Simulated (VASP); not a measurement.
# Si3N4 (P6_3/m) in VASP: settings compared, part 2 of 4

VASP 6.6.1. The steps go on from the part before.

**3. Electric field gradients, r2SCAN**

Input file POSCAR:

```
Si3N4
1.0
    7.6322000000      0.0000000000      0.0000000000
   -3.8161000000      6.6096790868      0.0000000000
    0.0000000000      0.0000000000      2.9191000000
Si N
6 8
Direct
    0.1744557067      0.7683584695      0.2500000000
    0.4060972372      0.1744557067      0.7500000000
    0.2316415305      0.4060972372      0.2500000000
    0.8255442933      0.2316415305      0.7500000000
    0.5939027628      0.8255442933      0.2500000000
    0.7683584695      0.5939027628      0.7500000000
    0.3333333333      0.6666666667      0.2500000000
    0.6666666667      0.3333333333      0.7500000000
    0.3298864027      0.0303253381      0.2500000000
    0.2995610646      0.3298864027      0.7500000000
    0.9696746619      0.2995610646      0.2500000000
    0.6701135973      0.9696746619      0.7500000000
    0.7004389354      0.6701135973      0.2500000000
    0.0303253381      0.7004389354      0.7500000000
```

Input file INCAR.step1:

```
PREC = Accurate
ENCUT = 520
ISMEAR = -1
SIGMA = 0.02
LREAL = False
LASPH = True
NELM = 60
NBANDS = 45
GGA = PE
ALGO = Normal
EDIFF = 1E-4
LWAVE = True
LCHARG = False
```

Input file INCAR.step2:

```
PREC = Accurate
ENCUT = 520
EDIFF = 1E-8
ISMEAR = -1
SIGMA = 0.02
LREAL = False
LASPH = True
NELM = 60
ALGO = Normal
ISIF = 2
LWAVE = False
LCHARG = False
METAGGA = R2SCAN
LMIXTAU = True
LEFG = True
NBANDS = 45
ISTART = 1
```

Input file KPOINTS:

```
regular mesh
0
Gamma
  4 4 9
```

Potentials or basis: VASP PAW PBE potentials, release 64 (Si, N).

Command:

```bash
cat potpaw_PBE.64/Si/POTCAR potpaw_PBE.64/N/POTCAR > POTCAR
cp INCAR.step1 INCAR
mpirun -np 1 vasp_std > vasp.out
cp INCAR.step2 INCAR
mpirun -np 1 vasp_std > vasp.out
```

OUTCAR:

```text
PREC = Accurate
   ENCUT = 520
   EDIFF = 1E-8
   ISMEAR = -1
   LREAL = False
   LASPH = True
   NELM = 60
   ISIF = 2
   METAGGA = R2SCAN
   ISTART = 1

 ion  position               nearest neighbor table
   1  0.174  0.768  0.250-   7 1.74   9 1.74  14 1.74  14 1.74   5 3.01   3 3.01   6 3.06   6 3.06
                             2 3.06   2 3.06
   2  0.406  0.174  0.750-   8 1.74  10 1.74   9 1.74   9 1.74   4 3.01   6 3.01   3 3.06   3 3.06
                             1 3.06   1 3.06
   3  0.232  0.406  0.250-   7 1.74  11 1.74  10 1.74  10 1.74   1 3.01   5 3.01   4 3.06   4 3.06
                             2 3.06   2 3.06
   4  0.826  0.232  0.750-   8 1.74  12 1.74  11 1.74  11 1.74   2 3.01   6 3.01   3 3.06   3 3.06
                             5 3.06   5 3.06
   5  0.594  0.826  0.250-   7 1.74  13 1.74  12 1.74  12 1.74   1 3.01   3 3.01   6 3.06   6 3.06
                             4 3.06   4 3.06
   6  0.768  0.594  0.750-   8 1.74  14 1.74  13 1.74  13 1.74   4 3.01   2 3.01   1 3.06   1 3.06
                             5 3.06   5 3.06
   7  0.333  0.667  0.250-   1 1.74   5 1.74   3 1.74
   8  0.667  0.333  0.750-   4 1.74   2 1.74   6 1.74
   9  0.330  0.030  0.250-   1 1.74   2 1.74   2 1.74
  10  0.300  0.330  0.750-   2 1.74   3 1.74   3 1.74
  11  0.970  0.300  0.250-   3 1.74   4 1.74   4 1.74
  12  0.670  0.970  0.750-   4 1.74   5 1.74   5 1.74
  13  0.700  0.670  0.250-   5 1.74   6 1.74   6 1.74
  14  0.030  0.700  0.750-   6 1.74   1 1.74   1 1.74

  LATTYP: Found a hexagonal cell.
 ALAT       =     7.6322000000
 C/A-ratio  =     0.3824716333

  Lattice vectors:

 A1 = (   7.6322000000,   0.0000000000,   0.0000000000)
 A2 = (  -3.8161000000,   6.6096790868,   0.0000000000)
 A3 = (   0.0000000000,   0.0000000000,   2.9191000000)

Analysis of symmetry for initial positions (statically):
=====================================================================
 Subroutine PRICEL returns:
 Original cell was already a primitive cell.

 Routine SETGRP: Setting up the symmetry group for a
 hexagonal supercell.

 Subroutine GETGRP returns: Found 12 space group operations
 (whereof  6 operations were pure point group operations)
 out of a pool of 24 trial point group operations.

The static configuration has the point symmetry S_6 .
 The point group associated with its full space group is C_6h.

Analysis of symmetry for dynamics (positions and initial velocities):
=====================================================================
 Subroutine PRICEL returns:
 Original cell was already a primitive cell.

 Routine SETGRP: Setting up the symmetry group for a
 hexagonal supercell.

 Subroutine GETGRP returns: Found 12 space group operations
 (whereof  6 operations were pure point group operations)
 out of a pool of 24 trial point group operations.

The dynamic configuration has the point symmetry S_6 .
 The point group associated with its full space group is C_6h.

 Subroutine INISYM returns: Found 12 space group operations
 (whereof  6 operations are pure point group operations),
 and found     1 'primitive' translations
[... 1111 lines left out ...]

  FORCE on cell =-STRESS in cart. coord.  units (eV):
  Direction    XX          YY          ZZ          XY          YZ          ZX
  --------------------------------------------------------------------------------------
  -------------------------------------------------------------------------------------
  Total       -2.7208678     -2.7208678     -3.5292919     -0.0000011     -0.0000000      0.0000000
  in kB      -29.6032189    -29.6032189    -38.3989257     -0.0000120     -0.0000000      0.0000000
  external PRESSURE =     -32.5351212 kB  Pullay stress =       0.0000000 kB

 VOLUME and BASIS-vectors are now :
 -----------------------------------------------------------------------------
  energy-cutoff  :      520.00
  volume of cell :      147.26
      direct lattice vectors                 reciprocal lattice vectors
     7.632200000  0.000000000  0.000000000     0.131023820  0.075646638  0.000000000
    -3.816100000  6.609679087  0.000000000     0.000000000  0.151293276  0.000000000
     0.000000000  0.000000000  2.919100000     0.000000000  0.000000000  0.342571340

 POSITION                                       TOTAL-FORCE (eV/Angst)
 -----------------------------------------------------------------------------------
     -1.60065      5.07860      0.72977         0.005321      0.038048     -0.000000
      2.43367      1.15310      2.18932        -0.030290      0.023632      0.000000
      0.21823      2.68417      0.72977        -0.035611     -0.014416      0.000000
      5.41675      1.53108      2.18932        -0.005321     -0.038048      0.000000
      1.38243      5.45658      0.72977         0.030290     -0.023632     -0.000000
      3.59787      3.92551      2.18932         0.035611      0.014416     -0.000000
     -0.00000      4.40645      0.72977         0.000000      0.000000      0.000000
      3.81610      2.20323      2.18932         0.000000      0.000000     -0.000000
      2.40203      0.20044      0.72977         0.007113      0.049751      0.000000
      1.02743      2.18044      2.18932        -0.039529      0.031036     -0.000000
      6.25760      1.98000      0.72977        -0.046642     -0.018716      0.000000
      1.41407      6.40924      2.18932        -0.007113     -0.049751      0.000000
      2.78867      4.42924      0.72977         0.039529     -0.031036      0.000000
     -2.44150      4.62968      2.18932         0.046642      0.018716      0.000000
 -----------------------------------------------------------------------------------
    total drift:                               -0.000000      0.000000      0.000000

  FREE ENERGIE OF THE ION-ELECTRON SYSTEM (eV)
  ---------------------------------------------------
  free  energy   TOTEN  =      -144.1481435974 eV

  energy  without entropy=     -144.1481435974  energy(sigma->0) =     -144.14814360

 Electric field gradients (V/A^2)
---------------------------------------------------------------------
 ion       V_xx      V_yy      V_zz      V_xy      V_xz      V_yz
---------------------------------------------------------------------
   1      -3.313     7.032    -3.718     5.479    -0.000    -0.000
   2      -0.299     4.018    -3.718    -7.219    -0.000     0.000
   3       9.190    -5.472    -3.718     1.740     0.000    -0.000
   4      -3.313     7.032    -3.718     5.479     0.000    -0.000
   5      -0.299     4.018    -3.718    -7.219    -0.000    -0.000
   6       9.190    -5.472    -3.718     1.740    -0.000    -0.000
   7      23.815    23.815   -47.629     0.000     0.000    -0.000
   8      23.815    23.815   -47.629     0.000    -0.000    -0.000
   9     -47.382    21.136    26.246     2.385     0.000     0.000
  10       1.942   -28.187    26.245   -30.862     0.000     0.000
  11       6.073   -32.318    26.245    28.477     0.000    -0.000
  12     -47.382    21.136    26.246     2.385    -0.000     0.000
  13       1.942   -28.187    26.245   -30.862     0.000    -0.000
  14       6.073   -32.318    26.245    28.477     0.000     0.000
---------------------------------------------------------------------

 Electric field gradients after diagonalization (V/A^2)
 (convention: |V_zz| > |V_xx| > |V_yy|)
----------------------------------------------------------------------
 ion       V_xx      V_yy      V_zz     asymmetry (V_yy - V_xx)/ V_zz
----------------------------------------------------------------------
   1      -5.676    -3.718     9.394       0.208
   2      -5.676    -3.718     9.394       0.208
   3      -5.676    -3.718     9.394       0.208
   4      -5.676    -3.718     9.394       0.208
   5      -5.676    -3.718     9.394       0.208
   6      -5.676    -3.718     9.394       0.208
   7      23.815    23.814   -47.629       0.000
   8      23.815    23.814   -47.629       0.000
   9      26.246    21.219   -47.465       0.106
  10      26.245    21.220   -47.465       0.106
  11      26.245    21.219   -47.465       0.106
  12      26.246    21.219   -47.465       0.106
  13      26.245    21.220   -47.465       0.106
  14      26.245    21.219   -47.465       0.106
----------------------------------------------------------------------

           NMR quadrupolar parameters

 Cq : quadrupolar parameter    Cq=e*Q*V_zz/h
 eta: asymmetry parameters     (V_yy - V_xx)/ V_zz
 Q  : nuclear electric quadrupole moment in mb (millibarn)
----------------------------------------------------------------------
 ion       Cq(MHz)       eta       Q (mb)
----------------------------------------------------------------------
   1       0.023       0.208       1.000
   2       0.023       0.208       1.000
   3       0.023       0.208       1.000
   4       0.023       0.208       1.000
   5       0.023       0.208       1.000
   6       0.023       0.208       1.000
   7      -0.115       0.000       1.000
   8      -0.115       0.000       1.000
   9      -0.115       0.106       1.000
  10      -0.115       0.106       1.000
  11      -0.115       0.106       1.000
  12      -0.115       0.106       1.000
  13      -0.115       0.106       1.000
  14      -0.115       0.106       1.000
----------------------------------------------------------------------
```

Wall time 11 min (1 thread of Intel Xeon 8259CL, shared host); peak memory 0.36 GiB.

What came out:

```yaml
Free_energy: -144.1481 eV
Pressure: -3.3 GPa
Largest_force: 0.050 eV/Å
Band_gap_on_the_k_mesh: 4.95 eV (least direct gap 5.13 eV)
Largest_electric_field_gradient_by_atom: Si +9.4; N -47.6, -47.5 (each value once) V/Å²
```

Forces in eV/Å, atoms in the order of the input:
```
Si   0.005  0.038  0.000
Si  -0.030  0.024  0.000
Si  -0.036 -0.014  0.000
Si  -0.005 -0.038  0.000
Si   0.030 -0.024  0.000
Si   0.036  0.014  0.000
N    0.000  0.000  0.000
N    0.000  0.000  0.000
N    0.007  0.050  0.000
N   -0.040  0.031  0.000
N   -0.047 -0.019  0.000
N   -0.007 -0.050  0.000
N    0.040 -0.031  0.000
N    0.047  0.019  0.000
```

Levels at points of the mesh, in eV from the valence-band top:
| k point | band 29 | band 30 | band 31 | band 32 | band 33 | band 34 | band 35 | band 36 |
| --- | --- | --- | --- | --- | --- | --- | --- | --- |
| (0.00, 0.00, 0.00) | -1.27 | -0.45 | -0.38 | -0.19 | 4.95 | 5.21 | 5.51 | 5.51 |
| (0.50, 0.00, 0.00) | -1.33 | -0.76 | -0.32 | -0.24 | 5.22 | 5.33 | 5.51 | 5.90 |

Electric field gradients, principal values (V/Å²):
```
atom   least  middle  greatest (by size)
1 Si  -3.718  -5.676               9.394
2 Si  -3.718  -5.676               9.394
3 Si  -3.718  -5.676               9.394
4 Si  -3.718  -5.676               9.394
5 Si  -3.718  -5.676               9.394
6 Si  -3.718  -5.676               9.394
 7 N  23.814  23.815             -47.629
 8 N  23.814  23.815             -47.629
 9 N  21.219  26.246             -47.465
10 N  21.220  26.245             -47.465
11 N  21.219  26.245             -47.465
12 N  21.219  26.246             -47.465
13 N  21.220  26.245             -47.465
14 N  21.219  26.245             -47.465
```

Caveat: the cell stands under tension; without QUAD_EFG the Cq values of the log hold for a quadrupole moment of 1 mb, not for the nuclei; the PAW data sets were made with another functional, which shifts forces and pressure a little; an odd mesh through Γ misses points on the zone boundary, where band edges can lie.

(Part 2 of 4 ends here.)
